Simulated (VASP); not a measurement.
# Be2ZnO3 (P-3m1) in VASP: single point with PBE

Aim: the single point of Be2ZnO3 with PBE.

All numbers are computed with VASP 6.6.1; they aren't measurements. Logs are shortened: lines on timing, memory, paths and dates and some standing lists are left out, and cuts for length are marked.

## 1. The cell of the first run

It takes space group P-3m1 (No. 164, trigonal). The conventional cell has a = 2.723 Å, b = 2.723 Å, c = 6.906 Å, α = 90.00°, β = 90.00°, γ = 120.00°. Be (site symmetry 3m) has 6 O at 1.86 to 1.89 Å within 2.5 Å. Within 2.9 Å of Zn (site symmetry -3m) lie 6 O at 2.11 Å and 6 Zn at 2.72 Å and 6 Be at 2.87 Å. Within 2.6 Å of O (site symmetry 3m) lie 3 Be at 1.86 Å and 3 Zn at 2.11 Å and 3 O at 2.59 Å. Within 2.6 Å of O (site symmetry -3m) lie 6 Be at 1.89 Å and 6 O at 2.59 Å.

The cell was built from a structure type or drawn by symmetry, and may not be a known phase.

## 2. Single point, PBE

Contents of INCAR:

```
SYSTEM = Be2ZnO3
  PREC = Accurate
  ENCUT = 600
  EDIFF = 1E-6
  ISMEAR = 0
  SIGMA = 0.15
  LREAL = .False.
  LASPH = .True.
  NELM = 120
  ALGO = Normal
  ISIF = 2
  LWAVE = .False.
  LCHARG = .False.
  GGA = PE
  NBANDS = 26
  GGA_COMPAT = .False.
```

Contents of KPOINTS:

```
Automatic mesh
0
Gamma
  5 5 2
  0 0 0
```

Contents of POSCAR:

```
Be2ZnO3
1.0
    2.7228505583      0.0000000000      0.0000000000
   -1.3614252791      2.3580577542      0.0000000000
    0.0000000000      0.0000000000      6.9064836281
Be Zn O
2 1 3
Direct
    0.3333333333      0.6666666667      0.8478309033
    0.6666666667      0.3333333333      0.1521690967
    0.0000000000      0.0000000000      0.5000000000
    0.3333333333      0.6666666667      0.2972402635
    0.6666666667      0.3333333333      0.7027597365
    0.0000000000      0.0000000000      0.0000000000
```

Potentials or basis: VASP PAW PBE potentials, release 64 (Be, Zn, O).

Started as:

```console
$ cat potpaw_PBE.64/Be/POTCAR potpaw_PBE.64/Zn/POTCAR potpaw_PBE.64/O/POTCAR > POTCAR
$ mpirun -np 1 vasp_std > vasp.out
```

OUTCAR:

```text
SYSTEM = Be2ZnO3
   PREC = Accurate
   ENCUT = 600
   EDIFF = 1E-6
   ISMEAR = 0
   LREAL = .False.
   LASPH = .True.
   NELM = 120
   ISIF = 2
   GGA = PE

 ion  position               nearest neighbor table
   1  0.333  0.667  0.848-   5 1.86   5 1.86   5 1.86   6 1.89   6 1.89   6 1.89
   2  0.667  0.333  0.152-   4 1.86   4 1.86   4 1.86   6 1.89   6 1.89   6 1.89
   3  0.000  0.000  0.500-   4 2.11   5 2.11   4 2.11   5 2.11   5 2.11   4 2.11
   4  0.333  0.667  0.297-   2 1.86   2 1.86   2 1.86   3 2.11   3 2.11   3 2.11
   5  0.667  0.333  0.703-   1 1.86   1 1.86   1 1.86   3 2.11   3 2.11   3 2.11
   6  0.000  0.000  0.000-   1 1.89   2 1.89   1 1.89   2 1.89   2 1.89   1 1.89

  LATTYP: Found a hexagonal cell.
 ALAT       =     2.7228505583
 C/A-ratio  =     2.5364901526

  Lattice vectors:

 A1 = (   2.7228505583,   0.0000000000,   0.0000000000)
 A2 = (  -1.3614252791,   2.3580577542,   0.0000000000)
 A3 = (   0.0000000000,   0.0000000000,   6.9064836281)

Analysis of symmetry for initial positions (statically):
=====================================================================
 Subroutine PRICEL returns:
 Original cell was already a primitive cell.

 Routine SETGRP: Setting up the symmetry group for a
 hexagonal supercell.

 Subroutine GETGRP returns: Found 12 space group operations
 (whereof 12 operations were pure point group operations)
 out of a pool of 24 trial point group operations.

The static configuration has the point symmetry D_3d.

Analysis of symmetry for dynamics (positions and initial velocities):
=====================================================================
 Subroutine PRICEL returns:
 Original cell was already a primitive cell.

 Routine SETGRP: Setting up the symmetry group for a
 hexagonal supercell.

 Subroutine GETGRP returns: Found 12 space group operations
 (whereof 12 operations were pure point group operations)
 out of a pool of 24 trial point group operations.

The dynamic configuration has the point symmetry D_3d.

 Subroutine INISYM returns: Found 12 space group operations
 (whereof 12 operations are pure point group operations),
 and found     1 'primitive' translations

----------------------------------------------------------------------------------------

                                     Primitive cell

  volume of cell :      44.3440

  direct lattice vectors                    reciprocal lattice vectors
     2.722850558  0.000000000  0.000000000     0.367262168  0.212038912  0.000000000
    -1.361425279  2.358057754  0.000000000     0.000000000  0.424077823  0.000000000
     0.000000000  0.000000000  6.906483628     0.000000000  0.000000000  0.144791482

  length of vectors
     2.722850558  2.722850558  6.906483628     0.424077823  0.424077823  0.144791482

  position of ions in fractional coordinates (direct lattice)
     0.333333333  0.666666667  0.847830903
     0.666666667  0.333333333  0.152169097
     0.000000000  0.000000000  0.500000000
     0.333333333  0.666666667  0.297240264
     0.666666667  0.333333333  0.702759736
     0.000000000  0.000000000  0.000000000

  ion indices of the primitive-cell ions
   primitive index   ion index
                 1           1
                 2           2
                 3           3
                 4           4
                 5           5
                 6           6

----------------------------------------------------------------------------------------

 KPOINTS: Automatic mesh

Automatic generation of k-mesh.
 Grid dimensions read from file:
 generate k-points for:    5    5    2

 Generating k-lattice:

  Cartesian coordinates                     Fractional coordinates (reciprocal lattice)
     0.073452434  0.042407782  0.000000000     0.200000000  0.000000000  0.000000000
     0.000000000  0.084815565  0.000000000     0.000000000  0.200000000  0.000000000
     0.000000000  0.000000000  0.072395741     0.000000000  0.000000000  0.500000000

  Length of vectors
     0.084815565  0.084815565  0.072395741

  Shift w.r.t. Gamma in fractional coordinates (k-lattice)
     0.000000000  0.000000000  0.000000000

 Subroutine IBZKPT returns following result:
 ===========================================

 Found     10 irreducible k-points:

 Following reciprocal coordinates:
            Coordinates               Weight
  0.000000  0.000000  0.000000      1.000000
  0.200000  0.000000  0.000000      6.000000
  0.400000  0.000000  0.000000      6.000000
  0.200000  0.200000  0.000000      6.000000
  0.400000  0.200000  0.000000      6.000000
  0.000000  0.000000  0.500000      1.000000
  0.200000  0.000000  0.500000      6.000000
  0.400000  0.000000  0.500000      6.000000
  0.200000  0.200000  0.500000      6.000000
  0.400000  0.200000  0.500000      6.000000
   k-points           NKPTS =     10   k-points in BZ     NKDIM =     10   number of bands    NBANDS=     26
   number of dos      NEDOS =    301   number of ions     NIONS =      6
   total plane-waves  NPLWV =  32256
   dimension x,y,z NGX =    24 NGY =   24 NGZ =   56
   dimension x,y,z NGXF=    48 NGYF=   48 NGZF=  112
   ions per type =               2   1   3
   NGX,Y,Z   is equivalent  to a cutoff of  14.65, 14.65, 13.48 a.u.
   NGXF,Y,Z  is equivalent  to a cutoff of  29.31, 29.31, 26.96 a.u.
 SYSTEM =  Be2ZnO3
   PREC   = accura    normal or accurate (medium, high low for compatibility)
   ISTART =      0    job   : 0-new  1-cont  2-samecut
   ICHARG =      2    charge: 1-file 2-atom 10-const
   ISPIN  =      1    spin polarized calculation?
   LNONCOLLINEAR =      F non collinear calculations
   LSORBIT =      F    spin-orbit coupling
   LASPH  =      T    aspherical Exc in radial PAW
   ENCUT  =  600.0 eV  44.10 Ry    6.64 a.u.   5.44  5.44 13.79*2*pi/ulx,y,z
   NELM   =    120;   NELMIN=  2; NELMDL= -5     # of ELM steps
   EDIFF  = 0.1E-05   stopping-criterion for ELM
   LREAL  =      F    real-space projection
   EDIFFG = 0.1E-04   stopping-criterion for IOM
   NSW    =      0    number of steps for IOM
   IBRION =     -1    ionic relax: 0-MD 1-quasi-New 2-CG
   NFREE  =      0    steps in history (QN), initial steepest desc. (CG)
   ISIF   =      2    stress and relaxation
   ISYM   =      2    0-nonsym 1-usesym 2-fastsym
   POTIM  = 0.5000    time-step for ionic-motion
   TEBEG  =    0.0;   TEEND  =   0.0 temperature during run
   PSTRESS=    0.0 pullay stress
   NELECT =      34.0000    total number of electrons
   NUPDOWN=      -1.0000    fix difference up-down
   EMIN   =  10.00;   EMAX   =-10.00  energy-range for DOS
   EFERMI =   0.00;   METHOD = LEGACY
   ISMEAR =     0;   SIGMA  =   0.15  broadening in eV -4-tet -1-fermi 0-gaus
   EFERMI_NEDOS =   21; number of points for ismear=-14 and -15
   IALGO  =     38    algorithm
   IMIX   =      4    mixing-type and parameters
     AMIX     =   0.40;   BMIX     =  1.00
     AMIX_MAG =   1.60;   BMIX_MAG =  1.00
  volume/ion in A,a.u.               =       7.39        49.87
  Fermi-wavevector in a.u.,A,eV,Ry     =   1.498383  2.831533 30.547127  2.245150
  Thomas-Fermi vector in A             =   2.610149
   LORBIT       =      0    0 simple, 1 ext, 2 COOP (PROOUT), +10 PAW based schemes
   GGA     = PE    functional components
   LHFCALC =     F    Hartree Fock is set to
   AEXX    =    0.0000 exact exchange contribution
   IVDW    =     0    specifies the selected vdW correction
   LEPSILON=     F    determine dielectric tensor
   LRPA    =     F    only Hartree local field effects (RPA)
 non-spin polarized calculation
 Gauss-broadening in eV      SIGMA  =   0.15
  energy-cutoff  :      600.00
  volume of cell :       44.34
 maximum number of plane-waves:      1515
 NGX is ok and might be reduce to    24
   NGX = 11   NGY = 11   NGZ = 27

 number of electron      33.9999995 magnetization

 Free energy of the ion-electron system (eV)
  ---------------------------------------------------
  ext. energy  EPLUGINS =         0.00000000
  ---------------------------------------------------
  free energy    TOTEN  =       -34.37687347 eV

  energy without entropy =      -34.37687347  energy(sigma->0) =      -34.37687347

 E-fermi :   5.2761     XC(G=0): -12.2050

 val. band max:        4.5568147906   @ k =   0.2000   0.2000   0.0000
 cond. band min:       8.0785487355   @ k =   0.0000   0.0000   0.0000
 fundamental gap:      3.5217339450
 Fermi energy:         5.2761284310

 k-point     1 :       0.0000    0.0000    0.0000
  band No.  band energies     occupation
      1     -14.8590      2.00000
      2     -13.7670      2.00000
      3     -13.1177      2.00000
      4      -2.5112      2.00000
      5      -0.8907      2.00000
      6      -0.8907      2.00000
[... 18 lines left out ...]
     25      18.9069      0.00000
     26      19.9500      0.00000

 k-point     2 :       0.2000    0.0000    0.0000
  band No.  band energies     occupation
      1     -14.3368      2.00000
      2     -13.3905      2.00000
      3     -12.7155      2.00000
      4      -1.9752      2.00000
      5      -1.5863      2.00000
      6      -0.7445      2.00000
[... 18 lines left out ...]
     25      18.8955      0.00000
     26      19.3151      0.00000

 k-point     3 :       0.4000    0.0000    0.0000
  band No.  band energies     occupation
      1     -13.1768      2.00000
      2     -12.7008      2.00000
      3     -12.0794      2.00000
      4      -2.4025      2.00000
      5      -2.0117      2.00000
      6      -1.4796      2.00000
[... 18 lines left out ...]
     25      18.2517      0.00000
     26      18.3109      0.00000

 k-point     4 :       0.2000    0.2000    0.0000
  band No.  band energies     occupation
      1     -13.4647      2.00000
      2     -12.8331      2.00000
      3     -12.1961      2.00000
      4      -1.8794      2.00000
      5      -1.6368      2.00000
      6      -1.2876      2.00000
[... 18 lines left out ...]
     25      17.6526      0.00000
     26      18.0813      0.00000

 k-point     5 :       0.4000    0.2000    0.0000
  band No.  band energies     occupation
      1     -12.6148      2.00000
      2     -12.4831      2.00000
      3     -12.0164      2.00000
      4      -2.1495      2.00000
      5      -1.7103      2.00000
      6      -1.6869      2.00000
[... 18 lines left out ...]
     25      17.7461      0.00000
     26      18.2055      0.00000

 k-point     6 :       0.0000    0.0000    0.5000
  band No.  band energies     occupation
      1     -14.5939      2.00000
      2     -14.3289      2.00000
      3     -12.7771      2.00000
      4      -3.1324      2.00000
      5      -0.8905      2.00000
      6      -0.8905      2.00000
[... 18 lines left out ...]
     25      19.4447      0.00000
     26      20.2569      0.00000

 k-point     7 :       0.2000    0.0000    0.5000
  band No.  band energies     occupation
      1     -14.1203      2.00000
      2     -13.8318      2.00000
      3     -12.4640      2.00000
      4      -2.4592      2.00000
      5      -1.2651      2.00000
      6      -0.6775      2.00000
[... 18 lines left out ...]
     25      18.2713      0.00000
     26      19.1613      0.00000

 k-point     8 :       0.4000    0.0000    0.5000
  band No.  band energies     occupation
      1     -13.0916      2.00000
      2     -12.8392      2.00000
      3     -12.0260      2.00000
      4      -2.4955      2.00000
      5      -2.0706      2.00000
      6      -1.3086      2.00000
[... 18 lines left out ...]
     25      18.3047      0.00000
     26      18.3993      0.00000

 k-point     9 :       0.2000    0.2000    0.5000
  band No.  band energies     occupation
      1     -13.3337      2.00000
      2     -13.0673      2.00000
      3     -12.0884      2.00000
      4      -1.6307      2.00000
      5      -1.5756      2.00000
      6      -1.4784      2.00000
[... 18 lines left out ...]
     25      17.4879      0.00000
     26      18.4022      0.00000

 k-point    10 :       0.4000    0.2000    0.5000
  band No.  band energies     occupation
      1     -12.6093      2.00000
      2     -12.4851      2.00000
      3     -12.0203      2.00000
      4      -2.4042      2.00000
      5      -1.9272      2.00000
      6      -1.5183      2.00000
[... 18 lines left out ...]
     25      17.4851      0.00000
     26      18.1182      0.00000

------------------------ aborting loop because EDIFF is reached ----------------------------------------

  FORCE on cell =-STRESS in cart. coord.  units (eV):
  Direction    XX          YY          ZZ          XY          YZ          ZX
  --------------------------------------------------------------------------------------
  -------------------------------------------------------------------------------------
  Total        0.1543616      0.1543616      0.1592837      0.0000000     -0.0000000     -0.0000000
  in kB        5.5771812      5.5771812      5.7550194      0.0000000     -0.0000000     -0.0000000
  external PRESSURE =       5.6364606 kB  Pullay stress =       0.0000000 kB

 VOLUME and BASIS-vectors are now :
 -----------------------------------------------------------------------------
  energy-cutoff  :      600.00
  volume of cell :       44.34
      direct lattice vectors                 reciprocal lattice vectors
     2.722850558  0.000000000  0.000000000     0.367262168  0.212038912  0.000000000
    -1.361425279  2.358057754  0.000000000     0.000000000  0.424077823  0.000000000
     0.000000000  0.000000000  6.906483628     0.000000000  0.000000000  0.144791482

 POSITION                                       TOTAL-FORCE (eV/Angst)
 -----------------------------------------------------------------------------------
     -0.00000      1.57204      5.85553        -0.000000      0.000000      0.007715
      1.36143      0.78602      1.05095        -0.000000      0.000000     -0.007715
      0.00000      0.00000      3.45324        -0.000000      0.000000      0.000000
     -0.00000      1.57204      2.05289         0.000000      0.000000     -0.083542
      1.36143      0.78602      4.85360        -0.000000      0.000000      0.083542
      0.00000      0.00000      0.00000        -0.000000      0.000000      0.000000
 -----------------------------------------------------------------------------------
    total drift:                                0.000000     -0.000000      0.000000

  FREE ENERGIE OF THE ION-ELECTRON SYSTEM (eV)
  ---------------------------------------------------
  free  energy   TOTEN  =       -34.3768734673 eV

  energy  without entropy=      -34.3768734673  energy(sigma->0) =      -34.37687347
```

Run time: 27 s. Hardware: 1 thread of Intel Xeon Platinum 8259CL at 2.50GHz (Skylake/Cascade Lake), shared host; peak memory 0.18 GiB.

What came out:

| Quantity | Value |
| --- | --- |
| Free energy | -34.3769 eV |
| Pressure | 0.6 GPa |
| Largest force | 0.084 eV/Å |
| Band gap on the k mesh | 3.52 eV (least direct gap 3.76 eV) |

Forces on the atoms (eV/Å):
```
Be   0.000  0.000  0.008
Be   0.000  0.000 -0.008
Zn   0.000  0.000  0.000
O    0.000  0.000 -0.084
O    0.000  0.000  0.084
O    0.000  0.000  0.000
```

Levels at points of the mesh, in eV from the valence-band top:
| k point | band 13 | band 14 | band 15 | band 16 | band 17 | band 18 | band 19 | band 20 | band 21 | band 22 |
| --- | --- | --- | --- | --- | --- | --- | --- | --- | --- | --- |
| (0.00, 0.00, 0.00) | -0.68 | -0.55 | -0.55 | -0.24 | -0.24 | 3.52 | 7.23 | 7.63 | 10.96 | 12.16 |
| (0.00, 0.00, 0.50) | -0.75 | -0.71 | -0.71 | -0.18 | -0.18 | 4.32 | 7.03 | 7.36 | 11.33 | 11.96 |

Caveat: the k points lie up to 0.53 Å⁻¹ apart; an odd mesh through Γ misses points on the zone boundary, where band edges can lie.
